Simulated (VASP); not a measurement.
# TaSi2 (P3_112) in VASP: further runs

TaSi2 is run at these levels: PBEsol; tasks: single point.

Everything below comes from runs of VASP 6.6.1. Logs are shortened: lines on timing, memory, paths and dates and some standing lists are left out, and cuts for length are marked.

## Step 1: The cell of the first run

Symmetry: P3_112, No. 151, trigonal system. Conventional cell: a = 4.761 Å, b = 4.761 Å, c = 6.556 Å, α = 90.00°, β = 90.00°, γ = 120.00°. Ta (site symmetry 2) has 10 Si at 2.60 to 2.84 Å and 4 Ta at 3.10 to 3.37 Å within 3.4 Å. Si (site symmetry 2) has 9 Si at 2.55 to 3.26 Å and 5 Ta at 2.61 to 2.84 Å within 3.4 Å. Si (site symmetry 2) has 7 Si at 2.55 to 3.06 Å and 5 Ta at 2.60 to 2.78 Å within 3.4 Å.

## Step 2: Single point, PBEsol (mode 4 (106.9 1/cm) frozen in, largest displacement +0.105 Å)

The input, INCAR:

```
SYSTEM = TaSi2
PREC = Accurate
ENCUT = 520
EDIFF = 1E-6
ISMEAR = 0
SIGMA = 0.15
LREAL = .FALSE.
LASPH = .TRUE.
NELM = 100
ALGO = Normal
ISIF = 2
LWAVE = .FALSE.
LCHARG = .FALSE.
GGA = PS
NBANDS = 38
```

The input, KPOINTS:

```
Automatic mesh
0
G
  12 12 6
  0 0 0
```

The input, POSCAR:

```
TaSi2
1.0
    4.7609902391      0.0000000000      0.0000000000
   -2.3804951195      4.1231384942      0.0000000000
    0.0000000000      0.0000000000      6.5561430408
Ta Si
3 6
Direct
    0.5127330188      0.0254660376      0.0000000000
    0.5127330188      0.4872669812      0.6666666667
   -0.0254660376      0.4872669812      0.3333333333
    0.1689248116      0.3378496232      0.0000000000
    0.8503593039      0.1496406961      0.6666666667
    0.6621503768      0.8310751884      0.3333333333
    0.8503593039      0.7007186079      0.0000000000
    0.1689248116      0.8310751884      0.6666666667
    0.2992813921      0.1496406961      0.3333333333
```

Potentials or basis: VASP PAW PBE potentials, release 64 (Ta_pv, Si).

Run with:

```sh
$ cat potpaw_PBE.64/Ta_pv/POTCAR potpaw_PBE.64/Si/POTCAR > POTCAR
$ mpirun -np 1 vasp_std > vasp.out
```

OUTCAR:

```text
SYSTEM = TaSi2
   PREC = Accurate
   ENCUT = 520
   EDIFF = 1E-6
   ISMEAR = 0
   LREAL = .FALSE.
   LASPH = .TRUE.
   NELM = 100
   ISIF = 2
   GGA = PS

 ion  position               nearest neighbor table
   1  0.513  0.025  0.000-   5 2.60   9 2.60   6 2.61   8 2.61   4 2.71   4 2.71   7 2.73   7 2.73
                             7 2.78   4 2.84   2 3.10   3 3.10   2 3.37   3 3.37
   2  0.513  0.487  0.667-   7 2.60   9 2.60   4 2.61   6 2.61   8 2.71   8 2.71   5 2.73   5 2.73
                             5 2.78   8 2.84   1 3.10   3 3.10   1 3.37   3 3.37
   3  0.975  0.487  0.333-   7 2.60   5 2.60   4 2.61   8 2.61   6 2.71   6 2.71   9 2.73   9 2.73
                             9 2.78   6 2.84   1 3.10   2 3.10   1 3.37   2 3.37
   4  0.169  0.338  0.000-   9 2.55   5 2.55   3 2.61   2 2.61   7 2.63   1 2.71   1 2.71   7 2.81
                             7 2.81   1 2.84
   5  0.850  0.150  0.667-   4 2.55   6 2.55   1 2.60   3 2.60   8 2.63   2 2.73   2 2.73   2 2.78
                             8 2.81   8 2.81   7 3.06   9 3.06
   6  0.662  0.831  0.333-   7 2.55   5 2.55   1 2.61   2 2.61   9 2.63   3 2.71   3 2.71   9 2.81
                             9 2.81   3 2.84
   7  0.850  0.701  0.000-   6 2.55   8 2.55   2 2.60   3 2.60   4 2.63   1 2.73   1 2.73   1 2.78
                             4 2.81   4 2.81   5 3.06   9 3.06
   8  0.169  0.831  0.667-   7 2.55   9 2.55   1 2.61   3 2.61   5 2.63   2 2.71   2 2.71   5 2.81
                             5 2.81   2 2.84
   9  0.299  0.150  0.333-   4 2.55   8 2.55   1 2.60   2 2.60   6 2.63   3 2.73   3 2.73   3 2.78
                             6 2.81   6 2.81   7 3.06   5 3.06

  LATTYP: Found a hexagonal cell.
 ALAT       =     4.7609902391
 C/A-ratio  =     1.3770545016

  Lattice vectors:

 A1 = (   4.7609902391,   0.0000000000,   0.0000000000)
 A2 = (  -2.3804951195,   4.1231384942,   0.0000000000)
 A3 = (   0.0000000000,   0.0000000000,   6.5561430408)

Analysis of symmetry for initial positions (statically):
=====================================================================
 Subroutine PRICEL returns:
 Original cell was already a primitive cell.

 Routine SETGRP: Setting up the symmetry group for a
 hexagonal supercell.

 Subroutine GETGRP returns: Found  6 space group operations
 (whereof  2 operations were pure point group operations)
 out of a pool of 24 trial point group operations.

The static configuration has the point symmetry C_2 .
 The point group associated with its full space group is D_3 .

Analysis of symmetry for dynamics (positions and initial velocities):
[... 128 lines left out ...]
   EDIFFG = 0.1E-04   stopping-criterion for IOM
   NSW    =      0    number of steps for IOM
   IBRION =     -1    ionic relax: 0-MD 1-quasi-New 2-CG
   NFREE  =      0    steps in history (QN), initial steepest desc. (CG)
   ISIF   =      2    stress and relaxation
   ISYM   =      2    0-nonsym 1-usesym 2-fastsym
   POTIM  = 0.5000    time-step for ionic-motion
   TEBEG  =    0.0;   TEEND  =   0.0 temperature during run
   PSTRESS=    0.0 pullay stress
   NELECT =      57.0000    total number of electrons
   NUPDOWN=      -1.0000    fix difference up-down
   EMIN   =  10.00;   EMAX   =-10.00  energy-range for DOS
   EFERMI =   0.00;   METHOD = LEGACY
   ISMEAR =     0;   SIGMA  =   0.15  broadening in eV -4-tet -1-fermi 0-gaus
   EFERMI_NEDOS =   21; number of points for ismear=-14 and -15
   IALGO  =     38    algorithm
   IMIX   =      4    mixing-type and parameters
     AMIX     =   0.40;   BMIX     =  1.00
     AMIX_MAG =   1.60;   BMIX_MAG =  1.00
  volume/ion in A,a.u.               =      14.30        96.50
  Fermi-wavevector in a.u.,A,eV,Ry     =   1.247887  2.358164 21.187289  1.557222
  Thomas-Fermi vector in A             =   2.381999
   LORBIT       =      0    0 simple, 1 ext, 2 COOP (PROOUT), +10 PAW based schemes
   GGA     = PS    functional components
   LHFCALC =     F    Hartree Fock is set to
   AEXX    =    0.0000 exact exchange contribution
   IVDW    =     0    specifies the selected vdW correction
   LEPSILON=     F    determine dielectric tensor
   LRPA    =     F    only Hartree local field effects (RPA)
 non-spin polarized calculation
 Gauss-broadening in eV      SIGMA  =   0.15
  energy-cutoff  :      520.00
  volume of cell :      128.70
 maximum number of plane-waves:      3501
   NGX = 17   NGY = 17   NGZ = 25

 number of electron      56.9999999 magnetization

 Free energy of the ion-electron system (eV)
  ---------------------------------------------------
  ext. energy  EPLUGINS =         0.00000000
  ---------------------------------------------------
  free energy    TOTEN  =       -77.21582285 eV

  energy without entropy =      -77.17568612  energy(sigma->0) =      -77.19575449

 E-fermi :   9.4351     XC(G=0): -12.2043

 val. band max:        9.4269628467   @ k =   0.4167   0.0000   0.0000
 cond. band min:       9.4375491430   @ k =   0.2500   0.2500   0.3333
 fundamental gap:      0.0105862963
 Fermi energy:         9.4350611093

 k-point     1 :       0.0000    0.0000    0.0000
  band No.  band energies     occupation
      1     -24.9069      2.00000
      2     -24.9069      2.00000
      3     -24.8867      2.00000
      4     -24.8131      2.00000
      5     -24.8131      2.00000
      6     -24.7543      2.00000
[... 973 lines left out ...]
     37      13.4709      0.00000
     38      13.7107      0.00000

 [... further k-points ...]
[... 5 lines left out ...]
  --------------------------------------------------------------------------------------
  -------------------------------------------------------------------------------------
  Total        0.3813730      0.3813730      0.4830911      0.0000000      0.0000000      0.0000000
  in kB        4.7477392      4.7477392      6.0140359      0.0000000      0.0000000      0.0000000
  external PRESSURE =       5.1698381 kB  Pullay stress =       0.0000000 kB

 VOLUME and BASIS-vectors are now :
 -----------------------------------------------------------------------------
  energy-cutoff  :      520.00
  volume of cell :      128.70
      direct lattice vectors                 reciprocal lattice vectors
     4.760990239  0.000000000  0.000000000     0.210040338  0.121266846  0.000000000
    -2.380495119  4.123138494  0.000000000     0.000000000  0.242533692  0.000000000
     0.000000000  0.000000000  6.556143041     0.000000000  0.000000000  0.152528704

 POSITION                                       TOTAL-FORCE (eV/Angst)
 -----------------------------------------------------------------------------------
      2.38050      0.10500      0.00000        -0.000000     -0.809990      0.000000
      1.28118      2.00907      4.37076        -0.701472      0.404995     -0.000000
      3.47981      2.00907      2.18538         0.701472      0.404995      0.000000
      0.00000      1.39300      0.00000        -0.000000     -0.059275      0.000000
      3.69233      0.61699      4.37076        -0.114471      0.066090      0.000000
      1.17412      3.42664      2.18538         0.051333      0.029637     -0.000000
      2.38050      2.88916      0.00000        -0.000000     -0.132179      0.000000
     -1.17412      3.42664      4.37076        -0.051333      0.029637      0.000000
      1.06866      0.61699      2.18538         0.114471      0.066090      0.000000
 -----------------------------------------------------------------------------------
    total drift:                                0.000000     -0.000001     -0.000000

  FREE ENERGIE OF THE ION-ELECTRON SYSTEM (eV)
  ---------------------------------------------------
  free  energy   TOTEN  =       -77.2158228526 eV

  energy  without entropy=      -77.1756861186  energy(sigma->0) =      -77.19575449
```

OSZICAR:

```text
N       E                     dE             d eps       ncg     rms          rms(c)
DAV:   1     0.381685052613E+03    0.38169E+03   -0.28096E+04  7600   0.141E+03
DAV:   2    -0.599765120899E+02   -0.44166E+03   -0.42972E+03  8682   0.362E+02
DAV:   3    -0.791640884709E+02   -0.19188E+02   -0.18790E+02  9682   0.662E+01
DAV:   4    -0.795074538420E+02   -0.34337E+00   -0.34122E+00  9618   0.875E+00
DAV:   5    -0.795121532778E+02   -0.46994E-02   -0.46956E-02  9404   0.109E+00    0.327E+01
DAV:   6    -0.775191173952E+02    0.19930E+01   -0.70993E+00  9638   0.124E+01    0.152E+01
DAV:   7    -0.772435012084E+02    0.27562E+00   -0.55708E-01  9392   0.369E+00    0.426E+00
DAV:   8    -0.772169140453E+02    0.26587E-01   -0.47956E-02  9762   0.999E-01    0.484E-01
DAV:   9    -0.772159621104E+02    0.95193E-03   -0.32034E-03  9696   0.306E-01    0.251E-01
DAV:  10    -0.772158350291E+02    0.12708E-03   -0.46047E-04  9510   0.121E-01    0.626E-02
DAV:  11    -0.772158260122E+02    0.90169E-05   -0.39371E-05  9640   0.329E-02    0.173E-02
DAV:  12    -0.772158237971E+02    0.22151E-05   -0.43474E-06  8280   0.107E-02    0.329E-03
DAV:  13    -0.772158228526E+02    0.94453E-06   -0.31797E-07  5600   0.338E-03
   1 F= -.77215823E+02 E0= -.77195754E+02  d E =-.401367E-01
```

stdout:

```text
POSCAR found type information on POSCAR TaSi
 POSCAR found :  2 types and       9 ions
 scaLAPACK will be used
 -----------------------------------------------------------------------------
|                                                                             |
|                                                                             |
|     You enforced a specific xc type in the INCAR file but a different       |
|     I HOPE YOU KNOW WHAT YOU ARE DOING!                                     |
|                                                                             |
 -----------------------------------------------------------------------------

 LDA part: xc-table for (Slater+PW92), standard interpolation
 POSCAR, INCAR and KPOINTS ok, starting setup
 FFT: planning ... GRIDC
 FFT: planning ... GRID_SOFT
 FFT: planning ... GRID
 WAVECAR not read
 entering main loop
```

Run time: 9.3 min. Hardware: 1 thread of Oxide Virtual Turin-like, shared host; peak memory 0.47 GiB.

Results:

```yaml
Free_energy: -77.2158 eV
Pressure: 0.5 GPa
Largest_force: 0.810 eV/Å
```

Forces in eV/Å, atoms in the order of the input:
```
Ta   0.000 -0.810  0.000
Ta  -0.701  0.405  0.000
Ta   0.701  0.405  0.000
Si   0.000 -0.059  0.000
Si  -0.114  0.066  0.000
Si   0.051  0.030  0.000
Si   0.000 -0.132  0.000
Si  -0.051  0.030  0.000
Si   0.114  0.066  0.000
```

Stress tensor (GPa, compression positive):
```
0.47 0.00 0.00
0.00 0.47 0.00
0.00 0.00 0.60
```

Levels at points of the mesh, in eV from the Fermi level:
```
           k point  band 26  band 27  band 28  band 29  band 30  band 31  band 32  band 33
(0.00, 0.00, 0.00)    -2.34    -2.20    -2.20    -1.57     0.73     2.83     2.83     3.04
(0.50, 0.00, 0.00)    -1.23    -0.94     0.04     0.05     0.86     1.22     1.57     1.90
(0.00, 0.00, 0.50)    -1.98    -1.82    -1.82     1.13     1.13     2.60     2.60     3.00
(0.50, 0.00, 0.50)    -1.89    -1.86    -0.87    -0.10     1.54     1.93     2.39     2.45
```

Caveat: the cell differs from its parent crystal (mode 4 (106.9 1/cm) frozen in, largest displacement +0.105 Å); the PAW data sets were made with another functional, which shifts forces and pressure a little; spin-orbit coupling is left out, which moves the levels of the heavy elements.

## Step 3: Single point, PBEsol (mode 4 (106.9 1/cm) frozen in, largest displacement +0.075 Å)

The input, INCAR:

```
SYSTEM = TaSi2
  PREC = Accurate
  ENCUT = 520
  EDIFF = 1E-7
  ISMEAR = 0
  SIGMA = 0.15
  LREAL = .FALSE.
  LASPH = .TRUE.
  NELM = 100
  ALGO = Normal
  ISIF = 2
  LWAVE = .FALSE.
  LCHARG = .FALSE.
  GGA = PS
  NBANDS = 38
```

KPOINTS is that of step 2.

The input, POSCAR:

```
TaSi2
1.0
    4.7609902391      0.0000000000      0.0000000000
   -2.3804951195      4.1231384942      0.0000000000
    0.0000000000      0.0000000000      6.5561430408
Ta Si
3 6
Direct
    0.5090950134      0.0181900269      0.0000000000
    0.5090950134      0.4909049866      0.6666666667
   -0.0181900269      0.4909049866      0.3333333333
    0.1661699380      0.3323398759      0.0000000000
    0.8476044303      0.1523955697      0.6666666667
    0.6676601241      0.8338300620      0.3333333333
    0.8476044303      0.6952088606      0.0000000000
    0.1661699380      0.8338300620      0.6666666667
    0.3047911394      0.1523955697      0.3333333333
```

Potentials or basis: VASP PAW PBE potentials, release 64 (Ta_pv, Si).

Run with:

```sh
$ cat potpaw_PBE.64/Ta_pv/POTCAR potpaw_PBE.64/Si/POTCAR > POTCAR
$ mpirun -np 1 vasp_std > vasp.out
```

It took 13 min on 1 thread of Oxide Virtual Turin-like, shared host; peak memory 0.46 GiB.

It converged, with:

```
Free energy   : -77.2892 eV
Pressure      : 0.4 GPa
Largest force : 0.575 eV/Å
```

Forces on the atoms (eV/Å):
```
Ta   0.000 -0.575  0.000
Ta  -0.498  0.287  0.000
Ta   0.498  0.287  0.000
Si   0.000 -0.047  0.000
Si  -0.076  0.044  0.000
Si   0.041  0.024  0.000
Si   0.000 -0.088  0.000
Si  -0.041  0.024  0.000
Si   0.076  0.044  0.000
```

Stress tensor (GPa, compression positive):
```
0.37 0.00 0.00
0.00 0.37 0.00
0.00 0.00 0.50
```

Levels at points of the mesh, in eV from the Fermi level:
```
           k point  band 27  band 28  band 29  band 30  band 31  band 32
(0.00, 0.00, 0.00)    -2.21    -2.21    -1.53     0.72     2.92     2.92
(0.50, 0.00, 0.00)    -0.87    -0.03     0.02     0.86     1.22     1.59
(0.00, 0.00, 0.50)    -1.80    -1.80     1.13     1.13     2.65     2.65
(0.50, 0.00, 0.50)    -1.87    -0.79    -0.16     1.56     1.96     2.49
```

Caveat: the cell differs from its parent crystal (mode 4 (106.9 1/cm) frozen in, largest displacement +0.075 Å); the PAW data sets were made with another functional, which shifts forces and pressure a little; spin-orbit coupling is left out, which moves the levels of the heavy elements.
